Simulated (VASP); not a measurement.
# Be2ZnSO3 (Cm) in VASP: further runs, part 2 of 2

VASP 6.6.1. Earlier steps stand in the parts before.

## (4) Single point, PBE

This run uses another cell than the first one, of 13.98 Å³/atom.

Contents of INCAR:

```
PREC = Accurate
ENCUT = 520
EDIFF = 1E-7
ISMEAR = 0
SIGMA = 0.02
LREAL = F
LASPH = T
NELM = 100
ALGO = Normal
ISIF = 2
LWAVE = F
LCHARG = F
GGA = PE
NBANDS = 29
```

Contents of KPOINTS:

```
regular mesh
0
Gamma
  6 6 4
```

Contents of POSCAR:

```
Be2ZnSO3
1.0
    2.6437679447     -3.3499005848     -0.0239744761
    2.6437679447      3.3499005848     -0.0239744761
   -1.3635812231      0.0000000000      5.5373640428
Be Zn S O
2 1 1 3
Direct
    0.4171026532      0.0113105341      0.5476563931
    0.0113105341      0.4171026532      0.5476563931
    0.6609629349      0.6609629349      0.8804560029
    0.7807983778      0.7807983778      0.2896333038
    0.7269772097      0.2882992171      0.6751999077
    0.2882992171      0.7269772097      0.6751999077
    0.1145490731      0.1145490731      0.3841980916
```

Potentials or basis: VASP PAW PBE potentials, release 64 (Be, Zn, S, O).

On the command line:

```bash
> cat potpaw_PBE.64/Be/POTCAR potpaw_PBE.64/Zn/POTCAR potpaw_PBE.64/S/POTCAR potpaw_PBE.64/O/POTCAR > POTCAR
> mpirun -np 1 vasp_std > vasp.out
```

OUTCAR:

```text
PREC = Accurate
   ENCUT = 520
   EDIFF = 1E-7
   ISMEAR = 0
   LREAL = F
   LASPH = T
   NELM = 100
   ISIF = 2
   GGA = PE

 ion  position               nearest neighbor table
   1  0.417  0.011  0.548-   6 1.55   5 1.55   7 1.66   4 2.55
   2  0.011  0.417  0.548-   5 1.55   6 1.55   7 1.66   4 2.55
   3  0.661  0.661  0.880-   5 1.93   6 1.93   4 2.26
   4  0.781  0.781  0.290-   7 1.71   3 2.26   1 2.55   2 2.55
   5  0.727  0.288  0.675-   2 1.55   1 1.55   3 1.93
   6  0.288  0.727  0.675-   1 1.55   2 1.55   3 1.93
   7  0.115  0.115  0.384-   1 1.66   2 1.66   4 1.71

  LATTYP: Found a base centered monoclinic cell.
 ALAT       =     5.2877532926
 B/A-ratio  =     1.2670411797
 C/A-ratio  =     1.0784891935
 COS(beta)  =    -0.2479030189

  Lattice vectors:

 A1 = (   2.6437679447,  -3.3499005848,  -0.0239744761)
 A2 = (   2.6437679447,   3.3499005848,  -0.0239744761)
 A3 = (  -1.3635812231,   0.0000000000,   5.5373640428)

Analysis of symmetry for initial positions (statically):
=====================================================================
[... 179 lines left out ...]

  energy without entropy =      -39.21672525  energy(sigma->0) =      -39.21672525

 E-fermi :   1.0874     XC(G=0):  -8.8197

 val. band max:        0.9137069279   @ k =  -0.3333  -0.3333   0.2500
 cond. band min:       3.4447058035   @ k =   0.1667   0.1667   0.0000
 fundamental gap:      2.5309988756
 Fermi energy:         1.0873969425

 k-point     1 :       0.0000    0.0000    0.0000
  band No.  band energies     occupation
      1     -18.7421      2.00000
      2     -16.7014      2.00000
      3     -16.0816      2.00000
      4     -10.5258      2.00000
      5      -5.2437      2.00000
      6      -5.0207      2.00000
[... 757 lines left out ...]
     28      10.6295      0.00000
     29      11.3357      0.00000

 [... further k-points ...]
[... 5 lines left out ...]
  --------------------------------------------------------------------------------------
  -------------------------------------------------------------------------------------
  Total       -0.0391383      0.2162340      0.1130605      0.0000000      0.0000000      0.0253460
  in kB       -0.6407589      3.5401126      1.8509898      0.0000000      0.0000000      0.4149565
  external PRESSURE =       1.5834479 kB  Pullay stress =       0.0000000 kB

 VOLUME and BASIS-vectors are now :
 -----------------------------------------------------------------------------
  energy-cutoff  :      520.00
  volume of cell :       97.86
      direct lattice vectors                 reciprocal lattice vectors
     2.643767945 -3.349900585 -0.023974476     0.189547286 -0.149258161  0.046676201
     2.643767945  3.349900585 -0.023974476     0.189547286  0.149258161  0.046676201
    -1.363581223  0.000000000  5.537364043     0.001641321  0.000000000  0.180995518

 POSITION                                       TOTAL-FORCE (eV/Angst)
 -----------------------------------------------------------------------------------
      0.38585     -1.35936      3.02230         0.008335      0.006599      0.005644
      0.38585      1.35936      3.02230         0.008335     -0.006599      0.005644
      2.29429      0.00000      4.84371         0.040145      0.000000      0.093245
      3.73356      0.00000      1.56637         0.068567      0.000000      0.018514
      1.76347     -1.46953      3.71449        -0.021846     -0.062864     -0.051783
      1.76347      1.46953      3.71449        -0.021846      0.062864     -0.051783
      0.08180      0.00000      2.12195        -0.081690      0.000000     -0.019481
 -----------------------------------------------------------------------------------
    total drift:                                0.000598     -0.000000     -0.001136

  FREE ENERGIE OF THE ION-ELECTRON SYSTEM (eV)
  ---------------------------------------------------
  free  energy   TOTEN  =       -39.2167252485 eV

  energy  without entropy=      -39.2167252485  energy(sigma->0) =      -39.21672525
```

OSZICAR:

```text
N       E                     dE             d eps       ncg     rms          rms(c)
DAV:   1     0.338193371557E+03    0.33819E+03   -0.19078E+04  2726   0.144E+03
DAV:   2    -0.324750216689E+01   -0.34144E+03   -0.32059E+03  2935   0.359E+02
DAV:   3    -0.447685991890E+02   -0.41521E+02   -0.41109E+02  3358   0.134E+02
DAV:   4    -0.457341949420E+02   -0.96560E+00   -0.96317E+00  3295   0.213E+01
DAV:   5    -0.457466305990E+02   -0.12436E-01   -0.12433E-01  3343   0.247E+00    0.175E+01
DAV:   6    -0.393152491400E+02    0.64314E+01   -0.18306E+01  4113   0.572E+01    0.964E+00
DAV:   7    -0.393252403626E+02   -0.99912E-02   -0.37844E+00  3176   0.114E+01    0.533E+00
DAV:   8    -0.392398263555E+02    0.85414E-01   -0.68756E-01  3542   0.695E+00    0.156E+00
DAV:   9    -0.392110187750E+02    0.28808E-01   -0.10945E-01  3956   0.799E+00    0.374E-01
DAV:  10    -0.392157453589E+02   -0.47266E-02   -0.41982E-02  3112   0.138E+00    0.256E-01
DAV:  11    -0.392161951907E+02   -0.44983E-03   -0.24020E-03  3559   0.409E-01    0.116E-01
DAV:  12    -0.392165587267E+02   -0.36354E-03   -0.83725E-04  2981   0.235E-01    0.648E-02
DAV:  13    -0.392167185688E+02   -0.15984E-03   -0.23839E-04  3413   0.280E-01    0.171E-02
DAV:  14    -0.392167210582E+02   -0.24894E-05   -0.46032E-05  3561   0.122E-01    0.962E-03
DAV:  15    -0.392167241583E+02   -0.31001E-05   -0.83754E-06  3046   0.197E-02    0.501E-03
DAV:  16    -0.392167249986E+02   -0.84035E-06   -0.10862E-06  3236   0.814E-03    0.153E-03
DAV:  17    -0.392167252200E+02   -0.22136E-06   -0.20067E-07  2619   0.794E-03    0.100E-03
DAV:  18    -0.392167252485E+02   -0.28544E-07   -0.16369E-07  2434   0.514E-03
   1 F= -.39216725E+02 E0= -.39216725E+02  d E =-.275672E-36
```

stdout:

```text
POSCAR found type information on POSCAR BeZnS O
 POSCAR found :  4 types and       7 ions
 scaLAPACK will be used
 LDA part: xc-table for (Slater+PW92), standard interpolation
 POSCAR, INCAR and KPOINTS ok, starting setup
 FFT: planning ... GRIDC
 FFT: planning ... GRID_SOFT
 FFT: planning ... GRID
 WAVECAR not read
 entering main loop
```

Wall time 85 s (1 thread of AMD EPYC 9R45 (Zen 5), shared host); peak memory 0.25 GiB.

Results:

```yaml
Free_energy: -39.2167 eV
Pressure: 0.2 GPa
Largest_force: 0.102 eV/Å
Band_gap_on_the_k_mesh: 2.53 eV (least direct gap 2.73 eV)
```

Forces on the atoms (eV/Å):
```
Be   0.008  0.007  0.006
Be   0.008 -0.007  0.006
Zn   0.040  0.000  0.093
S    0.069  0.000  0.019
O   -0.022 -0.063 -0.052
O   -0.022  0.063 -0.052
O   -0.082  0.000 -0.019
```

## (5) Single point, PBE

This run uses another cell than the first one, of 13.99 Å³/atom.

Contents of INCAR:

```
PREC = Accurate ; ENCUT = 520
EDIFF = 1E-7 ; ISMEAR = 0
SIGMA = 0.01 ; LREAL = False
LASPH = True ; NELM = 80
ALGO = Normal ; ISIF = 2
LWAVE = False ; LCHARG = True
GGA = PE ; LELF = True
LVHAR = True ; NBANDS = 29
```

KPOINTS is that of step 4.

Contents of POSCAR:

```
Be2ZnSO3
1.0
    2.6442076177     -3.3503238703     -0.0259176223
    2.6442076177      3.3503238703     -0.0259176223
   -1.3678454679      0.0000000000      5.5409413427
Be Zn S O
2 1 1 3
Direct
    0.4171761676      0.0112923314      0.5476832271
    0.0112923314      0.4171761676      0.5476832271
    0.6608269322      0.6608269322      0.8805033467
    0.7806227573      0.7806227573      0.2894946657
    0.7271579355      0.2884821377      0.6751129303
    0.2884821377      0.7271579355      0.6751129303
    0.1144417381      0.1144417381      0.3844096728
```

On the command line:

```bash
> cat potpaw_PBE.64/Be/POTCAR potpaw_PBE.64/Zn/POTCAR potpaw_PBE.64/S/POTCAR potpaw_PBE.64/O/POTCAR > POTCAR
> mpirun -np 1 vasp_std > vasp.out
```

Run time: 83 s. Hardware: 1 thread of AMD EPYC 9R45 (Zen 5), shared host; peak memory 0.25 GiB.

The run converged. Its results:

```
Free energy            : -39.2168 eV
Pressure               : 0.1 GPa
Largest force          : 0.100 eV/Å
Band gap on the k mesh : 2.53 eV (least direct gap 2.73 eV)
```

Forces in eV/Å, atoms in the order of the input:
```
Be   0.008  0.008  0.006
Be   0.008 -0.008  0.006
Zn   0.041  0.000  0.092
S    0.068  0.000  0.024
O   -0.021 -0.061 -0.052
O   -0.021  0.061 -0.052
O   -0.083  0.000 -0.024
```

Stress tensor (GPa, compression positive):
```
-0.08  0.00  0.05
 0.00  0.34  0.00
 0.05  0.00  0.17
```

Levels at points of the mesh, in eV from the valence-band top:
```tsv
k point	band 17	band 18	band 19	band 20	band 21	band 22	band 23	band 24
(0.00, 0.00, 0.00)	-2.05	-1.44	-0.37	-0.33	2.74	4.09	5.87	6.75
(0.50, 0.00, 0.00)	-2.18	-1.56	-0.62	-0.18	2.94	4.37	6.26	7.03
(0.50, 0.50, 0.00)	-2.03	-0.78	-0.75	-0.45	3.35	5.21	7.39	7.39
(0.00, 0.00, 0.50)	-1.73	-1.40	-1.31	-0.90	3.69	4.84	6.19	6.61
(0.50, 0.00, 0.50)	-1.84	-1.07	-0.67	-0.25	3.16	5.22	5.54	6.96
(0.50, 0.50, 0.50)	-1.71	-0.80	-0.71	-0.06	3.52	5.07	5.89	6.78
```

## (6) Relaxation of shape and atoms at fixed volume, PBE (12.72 Å³/atom)

Contents of INCAR:

```
ALGO     = Normal         # electronic algorithm
EDIFF    = 1E-7           # SCF threshold, eV
EDIFFG   = -0.01          # ionic threshold
ENCUT    = 600            # plane-wave cutoff, eV
GGA      = PE             # functional
IBRION   = 2              # ionic algorithm
ISIF     = 4              # what is computed and relaxed
ISMEAR   = 0              # smearing method
LASPH    = True           # aspherical terms in the spheres
LCHARG   = False          # write CHGCAR
LREAL    = False          # projectors in reciprocal space
LWAVE    = False          # write WAVECAR
NELM     = 60             # most SCF steps
NSW      = 50             # ionic steps
PREC     = Accurate       # precision mode
SIGMA    = 0.02           # smearing width, eV
```

Contents of KPOINTS:

```
k-points
0
Gamma
  6 6 4
```

Contents of POSCAR:

```
Be2ZnSO3
1.0
    2.5765813600     -3.2224353401      0.0682342004
    2.5765813600      3.2224353401      0.0682342004
   -1.1379094560      0.0000000000      5.3327783415
Be Zn S O
2 1 1 3
Direct
    0.4148473756      0.0085773571      0.5461835494
    0.0085773571      0.4148473756      0.5461835494
    0.6731767032      0.6731767032      0.8760494536
    0.7898666300      0.7898666300      0.2899437908
    0.7200689745      0.2709508683      0.6843518402
    0.2709508683      0.7200689745      0.6843518402
    0.1225120912      0.1225120912      0.3729359762
```

Potentials or basis: VASP PAW PBE potentials, release 64 (Be, Zn, S, O).

On the command line:

```bash
> cat potpaw_PBE.64/Be/POTCAR potpaw_PBE.64/Zn/POTCAR potpaw_PBE.64/S/POTCAR potpaw_PBE.64/O/POTCAR > POTCAR
> mpirun -np 1 vasp_std > vasp.out
```

It took 25 min on 1 thread of AMD EPYC 9R45 (Zen 5), shared host; peak memory 0.3 GiB.

Results (log left out):

```yaml
Free_energy: -39.1613 eV
Energy_gained_by_relaxing: 5.6 meV/atom
Ionic_steps: 37
Pressure_after_relaxing: 1.4 GPa
Largest_force_after_relaxing: 0.008 eV/Å
Band_gap_on_the_k_mesh: 2.59 eV (least direct gap 2.86 eV)
```

Forces on the atoms (eV/Å):
```
Be   0.001 -0.003  0.004
Be   0.001  0.003  0.004
Zn   0.001  0.000  0.001
S    0.003  0.000  0.005
O    0.001 -0.004 -0.007
O    0.001  0.004 -0.007
O   -0.008  0.000 -0.001
```

Step by step:
```
step  energy change (eV)  largest force (eV/Å)  pressure (GPa)  volume (Å³)
   1              0.0000                0.2953            5.43        89.06
   2             -0.0137                0.3740            3.99        89.06
   3             -0.0138                0.3881            3.94        89.06
   4             -0.0238                0.1540            3.24        89.06
   5             -0.0252                0.1569            2.87        89.06
   6             -0.0274                0.0978            2.69        89.06
   7             -0.0278                0.1455            2.57        89.06
   8             -0.0297                0.1475            2.46        89.06
   9             -0.0311                0.1670            2.18        89.06
  10             -0.0320                0.1519            2.13        89.06
  11             -0.0339                0.1073            1.96        89.06
  12             -0.0340                0.0894            1.62        89.06
  13             -0.0345                0.0654            1.79        89.06
  14             -0.0352                0.0601            1.81        89.06
  15             -0.0358                0.0767            1.89        89.06
  16             -0.0362                0.0671            1.88        89.06
  17             -0.0365                0.0818            1.91        89.06
  18             -0.0368                0.0637            1.91        89.06
  19             -0.0371                0.0510            1.95        89.06
  20             -0.0373                0.0516            1.98        89.06
  21             -0.0375                0.0607            2.05        89.06
  22             -0.0377                0.0477            2.04        89.06
  23             -0.0380                0.0377            2.00        89.06
  24             -0.0380                0.0461            1.98        89.06
  25             -0.0383                0.0391            1.94        89.06
  26             -0.0388                0.0211            1.81        89.06
  27             -0.0385                0.0536            1.58        89.06
  28             -0.0388                0.0293            1.74        89.06
  29             -0.0390                0.0404            1.68        89.06
  30             -0.0390                0.0359            1.68        89.06
  31             -0.0392                0.0188            1.61        89.06
  32             -0.0393                0.0318            1.55        89.06
  33             -0.0394                0.0174            1.48        89.06
  34             -0.0394                0.0155            1.48        89.06
  35             -0.0394                0.0184            1.46        89.06
  36             -0.0394                0.0118            1.47        89.06
  37             -0.0394                0.0081            1.45        89.06
```

Final structure:
```
Be Zn S O
1.0
     2.57677   -3.20796    0.12694
     2.57677    3.20796    0.12694
    -1.01733    0.00000    5.33660
Be Zn S O
2 1 1 3
Direct
  0.40863 0.00586 0.54734
  0.00586 0.40863 0.54734
  0.69713 0.69713 0.86665
  0.79393 0.79393 0.28620
  0.71254 0.25616 0.69208
  0.25616 0.71254 0.69208
  0.12574 0.12574 0.36832
```

Levels at points of the mesh, in eV from the valence-band top:
| k point | band 18 | band 19 | band 20 | band 21 | band 22 | band 23 |
| --- | --- | --- | --- | --- | --- | --- |
| (0.00, 0.00, 0.00) | -1.64 | -0.45 | -0.43 | 2.61 | 4.34 | 5.84 |
| (0.50, 0.00, 0.00) | -1.54 | -0.76 | -0.32 | 3.05 | 4.62 | 6.84 |
| (0.50, 0.50, 0.00) | -1.10 | -0.56 | -0.42 | 3.50 | 5.67 | 7.93 |
| (0.00, 0.00, 0.50) | -1.61 | -1.54 | -0.99 | 3.99 | 4.95 | 6.47 |
| (0.50, 0.00, 0.50) | -1.34 | -0.58 | -0.33 | 3.19 | 5.76 | 6.00 |
| (0.50, 0.50, 0.50) | -0.68 | -0.54 | 0.00 | 3.83 | 5.58 | 5.96 |

A k mesh can miss the band edges.

## (7) Summary

| task | cell | cutoff (eV) | smearing | gap on the mesh (eV) | pressure (GPa) | largest force (eV/Å) |
| --- | --- | --- | --- | --- | --- | --- |
| single point | a = 4.119, b = 4.119, c = 5.434 Å, angles 95.3, 95.3, 102.4°, 7 atoms, atomic positions A | 520 | gaussian 0.02 eV | 2.58 | 2.1 | 0.10 |
| single point | a = 4.171, b = 4.171, c = 5.512 Å, angles 96.6, 96.6, 102.7°, 7 atoms, atomic positions B | 520 | gaussian 0.02 eV | 2.55 | 1.8 | 0.10 |
| single point | a = 4.268, b = 4.268, c = 5.703 Å, angles 98.8, 98.8, 103.4°, 7 atoms, atomic positions C | 520 | gaussian 0.02 eV | 2.53 | 0.2 | 0.10 |
| single point | a = 4.268, b = 4.268, c = 5.707 Å, angles 98.9, 98.9, 103.4°, 7 atoms, atomic positions C | 520 | gaussian 0.01 eV | 2.53 | 0.1 | 0.10 |
| relaxation of shape and atoms at fixed volume | relaxed from a = 4.126, b = 4.126, c = 5.453 Å, angles 96.6, 96.6, 102.7°, 7 atoms, atomic positions B | 600 | gaussian 0.02 eV | 2.59 | 1.4 | 0.01 |

Alike in all rows: level PBE; potentials or basis VASP PAW PBE potentials, release 64 (Be, Zn, S, O); no spin polarisation; k mesh 6 × 6 × 4.

Absolute energies hang on the potentials; compare differences alone.
